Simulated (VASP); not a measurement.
# SrCl2 (I4/mmm) in VASP: a series of runs

SrCl2 is run at these levels: PBE; tasks: single point.

Program: VASP 6.6.1. These are calculated values, not measurements. Logs are shortened: lines on timing, memory, paths and dates and some standing lists are left out, and cuts for length are marked.

**1. The cell of the first run**

Symmetry: I4/mmm, No. 139, tetragonal system. The conventional cell has a = 4.929 Å, b = 4.929 Å, c = 6.866 Å, α = 90.00°, β = 90.00°, γ = 90.00°. Sr (site symmetry 4/mmm) has 8 Cl at 3.00 Å within 4.0 Å. Within 4.0 Å of Cl (site symmetry -4m2) lie 4 Sr at 3.00 Å and 6 Cl at 3.43 to 3.49 Å.

**2. Single point, PBE (strain -0.0150 x Voigt [0, 1, 0, 0, 0, 0])**

INCAR

```
PREC = Accurate
ENCUT = 520
EDIFF = 1E-6
ISMEAR = 0
SIGMA = 0.05
LREAL = False
LASPH = True
NELM = 80
ALGO = Normal
ISIF = 2
LWAVE = False
LCHARG = True
GGA = PE
LELF = True
LVHAR = True
NBANDS = 19
```

KPOINTS

```
Automatic mesh
0
Gamma
  6 6 6
```

POSCAR

```
SrCl2
1.0
    0.0000000000      3.4332175000      3.4855000000
    3.4855000000      0.0000000000      3.4855000000
    3.4855000000      3.4332175000      0.0000000000
Sr Cl
1 2
Direct
    0.0000000000      0.0000000000      0.0000000000
    0.2500000000      0.2500000000      0.2500000000
    0.7500000000      0.7500000000      0.7500000000
```

Potentials or basis: VASP PAW PBE potentials, release 64 (Sr_sv, Cl).

On the command line:

```bash
$ cat potpaw_PBE.64/Sr_sv/POTCAR potpaw_PBE.64/Cl/POTCAR > POTCAR
$ mpirun -np 1 vasp_std > vasp.out
```

OUTCAR:

```text
PREC = Accurate
   ENCUT = 520
   EDIFF = 1E-6
   ISMEAR = 0
   LREAL = False
   LASPH = True
   NELM = 80
   ISIF = 2
   GGA = PE

 ion  position               nearest neighbor table
   1  0.000  0.000  0.000-   3 3.00   3 3.00   3 3.00   2 3.00   3 3.00   2 3.00   2 3.00   2 3.00

   2  0.250  0.250  0.250-   1 3.00   1 3.00   1 3.00   1 3.00
   3  0.750  0.750  0.750-   1 3.00   1 3.00   1 3.00   1 3.00

  LATTYP: Found a body centered tetragonal cell.
 ALAT       =     4.9292413717
 C/A-ratio  =     1.3930003589

  Lattice vectors:

 A1 = (   0.0000000000,  -3.4332175000,   3.4855000000)
 A2 = (   0.0000000000,  -3.4332175000,  -3.4855000000)
 A3 = (   3.4855000000,   3.4332175000,   0.0000000000)

Analysis of symmetry for initial positions (statically):
=====================================================================
 Subroutine PRICEL returns:
 Original cell was already a primitive cell.

 Routine SETGRP: Setting up the symmetry group for a
 body centered tetragonal supercell.

 Subroutine GETGRP returns: Found 16 space group operations
 (whereof 16 operations were pure point group operations)
 out of a pool of 16 trial point group operations.

The static configuration has the point symmetry D_4h.

Analysis of symmetry for dynamics (positions and initial velocities):
=====================================================================
 Subroutine PRICEL returns:
 Original cell was already a primitive cell.

 Routine SETGRP: Setting up the symmetry group for a
 body centered tetragonal supercell.

 Subroutine GETGRP returns: Found 16 space group operations
 (whereof 16 operations were pure point group operations)
 out of a pool of 16 trial point group operations.

The dynamic configuration has the point symmetry D_4h.

 Subroutine INISYM returns: Found 16 space group operations
 (whereof 16 operations are pure point group operations),
 and found     1 'primitive' translations

----------------------------------------------------------------------------------------

                                     Primitive cell

  volume of cell :      83.4183

  direct lattice vectors                    reciprocal lattice vectors
     0.000000000  3.433217500  3.485500000    -0.143451442  0.145635981  0.143451442
     3.485500000  0.000000000  3.485500000     0.143451442 -0.145635981  0.143451442
     3.485500000  3.433217500  0.000000000     0.143451442  0.145635981 -0.143451442

  length of vectors
     4.892411742  4.929241372  4.892411742     0.249732800  0.249732800  0.249732800

  position of ions in fractional coordinates (direct lattice)
     0.000000000  0.000000000  0.000000000
     0.250000000  0.250000000  0.250000000
     0.750000000  0.750000000  0.750000000

  ion indices of the primitive-cell ions
   primitive index   ion index
                 1           1
                 2           2
                 3           3

----------------------------------------------------------------------------------------

 KPOINTS: Automatic mesh

Automatic generation of k-mesh.
 Grid dimensions read from file:
 generate k-points for:    6    6    6

 Generating k-lattice:

  Cartesian coordinates                     Fractional coordinates (reciprocal lattice)
    -0.023908574  0.024272664  0.023908574     0.166666667  0.000000000  0.000000000
     0.023908574 -0.024272664  0.023908574    -0.000000000  0.166666667 -0.000000000
     0.023908574  0.024272664 -0.023908574     0.000000000  0.000000000  0.166666667

  Length of vectors
     0.041622133  0.041622133  0.041622133

  Shift w.r.t. Gamma in fractional coordinates (k-lattice)
     0.000000000  0.000000000  0.000000000

 Subroutine IBZKPT returns following result:
 ===========================================

 Found     30 irreducible k-points:

 Following reciprocal coordinates:
            Coordinates               Weight
  0.000000  0.000000  0.000000      1.000000
  0.166667  0.000000  0.000000      8.000000
  0.333333  0.000000  0.000000      8.000000
  0.500000  0.000000  0.000000      4.000000
  0.166667  0.166667  0.000000      4.000000
  0.333333  0.166667  0.000000     16.000000
[... 16 lines left out ...]
  0.333333 -0.333333  0.166667     16.000000
  0.500000 -0.333333  0.166667      4.000000
 [... further k-points ...]
   k-points           NKPTS =     30   k-points in BZ     NKDIM =     30   number of bands    NBANDS=     19
   number of dos      NEDOS =    301   number of ions     NIONS =      3
   total plane-waves  NPLWV =  51840
   dimension x,y,z NGX =    36 NGY =   40 NGZ =   36
   dimension x,y,z NGXF=    72 NGYF=   80 NGZF=   72
   ions per type =               1   2
   NGX,Y,Z   is equivalent  to a cutoff of  12.23, 13.49, 12.23 a.u.
   NGXF,Y,Z  is equivalent  to a cutoff of  24.47, 26.98, 24.47 a.u.
 SYSTEM =  unknown system
   PREC   = accura    normal or accurate (medium, high low for compatibility)
   ISTART =      0    job   : 0-new  1-cont  2-samecut
   ICHARG =      2    charge: 1-file 2-atom 10-const
   ISPIN  =      1    spin polarized calculation?
   LNONCOLLINEAR =      F non collinear calculations
   LSORBIT =      F    spin-orbit coupling
   LASPH  =      T    aspherical Exc in radial PAW
   ENCUT  =  520.0 eV  38.22 Ry    6.18 a.u.   9.10  9.17  9.10*2*pi/ulx,y,z
   NELM   =     80;   NELMIN=  2; NELMDL= -5     # of ELM steps
   EDIFF  = 0.1E-05   stopping-criterion for ELM
   LREAL  =      F    real-space projection
   EDIFFG = 0.1E-04   stopping-criterion for IOM
   NSW    =      0    number of steps for IOM
   IBRION =     -1    ionic relax: 0-MD 1-quasi-New 2-CG
   NFREE  =      0    steps in history (QN), initial steepest desc. (CG)
   ISIF   =      2    stress and relaxation
   ISYM   =      2    0-nonsym 1-usesym 2-fastsym
   POTIM  = 0.5000    time-step for ionic-motion
   TEBEG  =    0.0;   TEEND  =   0.0 temperature during run
   PSTRESS=    0.0 pullay stress
   NELECT =      24.0000    total number of electrons
   NUPDOWN=      -1.0000    fix difference up-down
   EMIN   =  10.00;   EMAX   =-10.00  energy-range for DOS
   EFERMI =   0.00;   METHOD = LEGACY
   ISMEAR =     0;   SIGMA  =   0.05  broadening in eV -4-tet -1-fermi 0-gaus
   EFERMI_NEDOS =   21; number of points for ismear=-14 and -15
   IALGO  =     38    algorithm
   IMIX   =      4    mixing-type and parameters
     AMIX     =   0.40;   BMIX     =  1.00
     AMIX_MAG =   1.60;   BMIX_MAG =  1.00
  volume/ion in A,a.u.               =      27.81       187.64
  Fermi-wavevector in a.u.,A,eV,Ry     =   1.080749  2.042319 15.891848  1.168018
  Thomas-Fermi vector in A             =   2.216748
   LORBIT       =      0    0 simple, 1 ext, 2 COOP (PROOUT), +10 PAW based schemes
   GGA     = PE    functional components
   LHFCALC =     F    Hartree Fock is set to
   AEXX    =    0.0000 exact exchange contribution
   IVDW    =     0    specifies the selected vdW correction
   LEPSILON=     F    determine dielectric tensor
   LRPA    =     F    only Hartree local field effects (RPA)
 non-spin polarized calculation
 Gauss-broadening in eV      SIGMA  =   0.05
  energy-cutoff  :      520.00
  volume of cell :       83.42
 maximum number of plane-waves:      2272
   NGX = 19   NGY = 19   NGZ = 19

 number of electron      24.0000003 magnetization

 Free energy of the ion-electron system (eV)
  ---------------------------------------------------
  ext. energy  EPLUGINS =         0.00000000
  ---------------------------------------------------
  free energy    TOTEN  =       -12.76664697 eV

  energy without entropy =      -12.76664697  energy(sigma->0) =      -12.76664697

 E-fermi :   0.5685     XC(G=0):  -8.3589

 val. band max:        0.3338206693   @ k =   0.5000   0.0000   0.5000
 cond. band min:       5.6681251524   @ k =   0.0000   0.0000   0.0000
 fundamental gap:      5.3343044832
 Fermi energy:         0.5685244704

 k-point     1 :       0.0000    0.0000    0.0000
  band No.  band energies     occupation
      1     -32.5609      2.00000
      2     -14.5629      2.00000
      3     -14.5591      2.00000
      4     -14.5591      2.00000
      5     -13.0909      2.00000
      6     -12.2033      2.00000
[... 11 lines left out ...]
     18       9.3804      0.00000
     19       9.6783      0.00000

 k-point     2 :       0.1667    0.0000    0.0000
  band No.  band energies     occupation
      1     -32.5600      2.00000
      2     -14.6606      2.00000
      3     -14.5652      2.00000
      4     -14.5631      2.00000
      5     -12.9261      2.00000
      6     -12.2625      2.00000
[... 11 lines left out ...]
     18       9.0748      0.00000
     19      10.1763      0.00000

 k-point     3 :       0.3333    0.0000    0.0000
  band No.  band energies     occupation
      1     -32.5582      2.00000
      2     -14.8143      2.00000
      3     -14.5724      2.00000
      4     -14.5709      2.00000
      5     -12.7028      2.00000
      6     -12.3107      2.00000
[... 11 lines left out ...]
     18       8.9236      0.00000
     19       9.4625      0.00000

 k-point     4 :       0.5000    0.0000    0.0000
  band No.  band energies     occupation
      1     -32.5573      2.00000
      2     -14.8765      2.00000
      3     -14.5760      2.00000
      4     -14.5749      2.00000
      5     -12.6766      2.00000
      6     -12.2586      2.00000
[... 407 lines left out ...]
     18       9.9591      0.00000
     19      10.3560      0.00000

 k-point    23 :       0.3333   -0.3333    0.1667
  band No.  band energies     occupation
      1     -32.5564      2.00000
      2     -14.8087      2.00000
      3     -14.7354      2.00000
      4     -14.5880      2.00000
      5     -12.4560      2.00000
      6     -12.3530      2.00000
[... 11 lines left out ...]
     18       9.5322      0.00000
     19      10.2472      0.00000

 k-point    24 :       0.5000   -0.3333    0.1667
  band No.  band energies     occupation
      1     -32.5561      2.00000
      2     -14.8683      2.00000
      3     -14.6937      2.00000
      4     -14.5942      2.00000
      5     -12.4387      2.00000
      6     -12.3363      2.00000
[... 11 lines left out ...]
     18       9.9289      0.00000
     19      10.3580      0.00000

 [... further k-points ...]

------------------------ aborting loop because EDIFF is reached ----------------------------------------

  FORCE on cell =-STRESS in cart. coord.  units (eV):
  Direction    XX          YY          ZZ          XY          YZ          ZX
  --------------------------------------------------------------------------------------
  -------------------------------------------------------------------------------------
  Total        0.7847302      1.2032679      0.7847302      0.0000000      0.0000000      0.0000000
  in kB       15.0719508     23.1106104     15.0719508      0.0000000      0.0000000      0.0000000
  external PRESSURE =      17.7515040 kB  Pullay stress =       0.0000000 kB

 VOLUME and BASIS-vectors are now :
 -----------------------------------------------------------------------------
  energy-cutoff  :      520.00
  volume of cell :       83.42
      direct lattice vectors                 reciprocal lattice vectors
     0.000000000  3.433217500  3.485500000    -0.143451442  0.145635981  0.143451442
     3.485500000  0.000000000  3.485500000     0.143451442 -0.145635981  0.143451442
     3.485500000  3.433217500  0.000000000     0.143451442  0.145635981 -0.143451442

 POSITION                                       TOTAL-FORCE (eV/Angst)
 -----------------------------------------------------------------------------------
      0.00000      0.00000      0.00000        -0.000000     -0.000000      0.000000
      1.74275      1.71661      1.74275        -0.000000     -0.000000     -0.000000
      5.22825      5.14983      5.22825         0.000000      0.000000      0.000000
 -----------------------------------------------------------------------------------
    total drift:                                0.000000      0.000000      0.000000

  FREE ENERGIE OF THE ION-ELECTRON SYSTEM (eV)
  ---------------------------------------------------
  free  energy   TOTEN  =       -12.7666469676 eV

  energy  without entropy=      -12.7666469676  energy(sigma->0) =      -12.76664697
```

It took 77 s on 1 thread of Intel Xeon 8259CL, shared host; peak memory 0.24 GiB.

Results:

```yaml
Free_energy: -12.7666 eV
Pressure: 1.8 GPa
Band_gap_on_the_k_mesh: 5.33 eV (least direct gap 5.43 eV)
```

Stress tensor (GPa, compression positive):
```
1.51 0.00 0.00
0.00 2.31 0.00
0.00 0.00 1.51
```

Levels at points of the mesh, in eV from the valence-band top:
| k point | band 8 | band 9 | band 10 | band 11 | band 12 | band 13 | band 14 | band 15 | band 16 | band 17 |
| --- | --- | --- | --- | --- | --- | --- | --- | --- | --- | --- |
| (0.00, 0.00, 0.00) | -2.24 | -2.24 | -0.45 | -0.45 | -0.33 | 5.33 | 5.97 | 6.09 | 8.98 | 8.98 |
| (0.50, 0.00, 0.00) | -1.67 | -1.59 | -1.41 | -1.14 | -1.13 | 6.65 | 6.68 | 7.50 | 7.83 | 8.63 |
| (0.50, 0.50, 0.00) | -2.01 | -1.95 | -0.54 | -0.40 | -0.09 | 5.43 | 6.98 | 7.58 | 7.95 | 7.98 |
| (0.50, 0.00, 0.50) | -1.98 | -1.98 | -0.50 | -0.50 | 0.00 | 5.43 | 7.10 | 7.58 | 8.05 | 8.05 |

Caveat: the cell differs from its parent crystal (strain -0.0150 x Voigt [0, 1, 0, 0, 0, 0]). A k mesh can miss the band edges.

**3. Single point, PBE (strain -0.0050 x Voigt [0, 1, 0, 0, 0, 0])**

INCAR

```
SYSTEM = SrCl2
ALGO = Normal
EDIFF = 1E-7
ENCUT = 520
GGA = PE
ISIF = 2
ISMEAR = 0
LASPH = .TRUE.
LCHARG = .TRUE.
LELF = .TRUE.
LREAL = .FALSE.
LVHAR = .TRUE.
LWAVE = .FALSE.
NBANDS = 19
NELM = 80
PREC = Accurate
SIGMA = 0.05
```

KPOINTS

```
k-points
0
G
  6 6 6
  0 0 0
```

POSCAR

```
SrCl2
1.0
    0.0000000000      3.4680725000      3.4855000000
    3.4855000000      0.0000000000      3.4855000000
    3.4855000000      3.4680725000      0.0000000000
Sr Cl
1 2
Direct
    0.0000000000      0.0000000000      0.0000000000
    0.2500000000      0.2500000000      0.2500000000
    0.7500000000      0.7500000000      0.7500000000
```

Potentials or basis: VASP PAW PBE potentials, release 64 (Sr_sv, Cl).

On the command line:

```bash
$ cat potpaw_PBE.64/Sr_sv/POTCAR potpaw_PBE.64/Cl/POTCAR > POTCAR
$ mpirun -np 1 vasp_std > vasp.out
```

Run time: 1.7 min. Hardware: 1 thread of Intel Xeon 8259CL, shared host; peak memory 0.25 GiB.

The run converged. Its results:

- Free energy: -12.7771 eV
- Pressure: 1.4 GPa
- Band gap on the k mesh: 5.35 eV (least direct gap 5.48 eV)

Stress tensor (GPa, compression positive):
```
1.28 0.00 0.00
0.00 1.54 0.00
0.00 0.00 1.28
```

Levels at points of the mesh, in eV from the valence-band top:
```tsv
k point	band 8	band 9	band 10	band 11	band 12	band 13	band 14	band 15	band 16	band 17
(0.00, 0.00, 0.00)	-2.17	-2.17	-0.37	-0.37	-0.33	5.35	6.06	6.09	9.02	9.02
(0.50, 0.00, 0.00)	-1.60	-1.53	-1.35	-1.08	-1.08	6.69	6.70	7.51	7.86	8.63
(0.50, 0.50, 0.00)	-1.93	-1.91	-0.45	-0.40	-0.03	5.48	7.03	7.60	7.99	8.00
(0.50, 0.00, 0.50)	-1.92	-1.92	-0.44	-0.44	0.00	5.48	7.06	7.60	8.03	8.03
```

Caveat: the cell differs from its parent crystal (strain -0.0050 x Voigt [0, 1, 0, 0, 0, 0]).
